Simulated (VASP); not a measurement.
Set up this calculation in VASP 6.6.1, as the native input.

```
Task                   : relaxation of cell and atoms
Functional             : LDA
Potentials or basis    : VASP PAW LDA potentials, release 64 (Ta_pv, N)
Cutoff                 : 600 eV
k mesh                 : 16 × 16 × 16
Occupations            : gaussian, width 0.1 eV
Spin                   : no spin polarisation
Dipole correction      : no
Further INCAR settings : ALGO = Normal; EDIFF = 1e-07; IBRION = 2; EDIFFG = -0.002; NSW = 100; ISIF = 3
```

The structure of TaN (l.f) lies in POSCAR:

```
TaN
1.0
    0.0000000000      2.1747615137      2.1747615137
    2.1747615137      0.0000000000      2.1747615137
    2.1747615137      2.1747615137      0.0000000000
Ta N
1 1
Direct
    0.0000000000      0.0000000000      0.0000000000
    0.5000000000      0.5000000000      0.5000000000
```

The input as run:

INCAR

```
SYSTEM = TaN
  PREC = Accurate
  ENCUT = 600
  EDIFF = 1E-7
  ISMEAR = 0
  SIGMA = 0.1
  LREAL = .FALSE.
  LASPH = .TRUE.
  NELM = 120
  ALGO = Normal
  ISIF = 3
  LWAVE = .FALSE.
  LCHARG = .FALSE.
  IBRION = 2
  NSW = 100
  EDIFFG = -0.002
  GGA_COMPAT = .FALSE.
  NELMIN = 4
```

KPOINTS

```
regular mesh
0
G
  16 16 16
  0 0 0
```

Potentials or basis: VASP PAW LDA potentials, release 64 (Ta_pv, N).

Run with:

```sh
$ cat potpaw_LDA.64/Ta_pv/POTCAR potpaw_LDA.64/N/POTCAR > POTCAR
$ mpirun -np 1 vasp_std > vasp.out
```

Results of the run:

```
Relaxed volume                         : 10.33 Å³/atom
Relaxed cell                           : a = 3.080 Å, b = 3.080 Å, c = 3.080 Å, α = 60.00°, β = 60.00°, γ = 60.00°
Space group after relaxing (to 0.05 Å) : Fm-3m (No. 225)
Energy gained by relaxing              : 0.3 meV/atom
Ionic steps                            : 3
Pressure after relaxing                : 0.0 GPa
Band gap on the k mesh                 : zero (band 8 reaches 11.70 eV, above the bottom of band 9 at 7.52 eV)
```

Caveat: spin-orbit coupling is left out, which moves the levels of the heavy elements.

It took 56 s on 1 thread of Intel(R) Xeon(R) 6975P-C (Granite Rapids), with other jobs on the host, peak memory 0.19 GiB.
